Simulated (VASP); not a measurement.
Here is a VASP 6.6.1 calculation.

POSCAR

```
BaTiO3
1.0
    4.0444776900      0.0000000000      0.0000000000
    0.0000000000      8.0889553700      0.0000000000
    0.0000000000      0.0000000000      4.0628809800
Ba Ti O
2 2 6
Direct
    0.0000000000      0.0000000000      0.0000000000
    0.0000000000      0.5000000000      0.0000000000
    0.5000000000      0.2500000000      0.5000000000
    0.5000000000      0.7500000000      0.5000000000
    0.5000000000      0.2500000000      0.0000000000
    0.5000000000      0.7500000000      0.0000000000
    0.5000000000      0.0000000000      0.5000000000
    0.5000000000      0.5000000000      0.5000000000
    0.0000000000      0.2500000000      0.5000000000
    0.0000000000      0.7500000000      0.5000000000
```

INCAR.step1

```
SYSTEM = BaTiO3
  PREC = Accurate
  ENCUT = 520
  ISMEAR = 1
  SIGMA = 0.0826
  LREAL = .FALSE.
  LASPH = .TRUE.
  NELM = 150
  ISPIN = 2
  MAGMOM = 0 0 0 0 0 0 0 0 0 0
  LMAXMIX = 4
  LDAU = .TRUE.
  LDAUTYPE = 1
  LDAUL = -1 2 -1
  LDAUU = 0 3.12 0
  LDAUJ = 0 0.51 0
  NBANDS = 55
  GGA = PE
  ALGO = Normal
  EDIFF = 1E-4
  LWAVE = .TRUE.
  LCHARG = .FALSE.
```

The input INCAR.step2:

```
SYSTEM = BaTiO3
  PREC = Accurate
  ENCUT = 520
  EDIFF = 1E-6
  ISMEAR = 1
  SIGMA = 0.0826
  LREAL = .FALSE.
  LASPH = .TRUE.
  NELM = 150
  ALGO = Normal
  ISIF = 2
  LWAVE = .FALSE.
  LCHARG = .TRUE.
  ISPIN = 2
  MAGMOM = 0 0 0 0 0 0 0 0 0 0
  LORBIT = 11
  LMAXMIX = 4
  LDAU = .TRUE.
  LDAUTYPE = 1
  LDAUL = -1 2 -1
  LDAUU = 0 3.12 0
  LDAUJ = 0 0.51 0
  LDAUPRINT = 1
  METAGGA = R2SCAN
  LMIXTAU = .TRUE.
  LELF = .TRUE.
  LVHAR = .TRUE.
  NBANDS = 55
  ISTART = 1
```

The input KPOINTS:

```
Automatic mesh
0
G
  5 3 5
  0 0 0
```

Potentials or basis: VASP PAW PBE potentials, release 64 (Ba_sv, Ti_sv, O).

Run with:

```sh
$ cat potpaw_PBE.64/Ba_sv/POTCAR potpaw_PBE.64/Ti_sv/POTCAR potpaw_PBE.64/O/POTCAR > POTCAR
$ cp INCAR.step1 INCAR
$ mpirun -np 1 vasp_std > vasp.out
$ cp INCAR.step2 INCAR
$ mpirun -np 1 vasp_std > vasp.out
```

(1) Predict the band gap on the k mesh.

(2) Estimate the pressure.

(3) What does it give for the net moment?

Results:

(1) 2.44 eV.

(2) -3.4 GPa.

(3) 0.00 μB per cell.

Caveat: the cell stands under tension; the PAW data sets were made with another functional, which shifts forces and pressure a little; spin-orbit coupling is left out, which moves the levels of the heavy elements; an odd mesh through Γ misses points on the zone boundary, where band edges can lie.
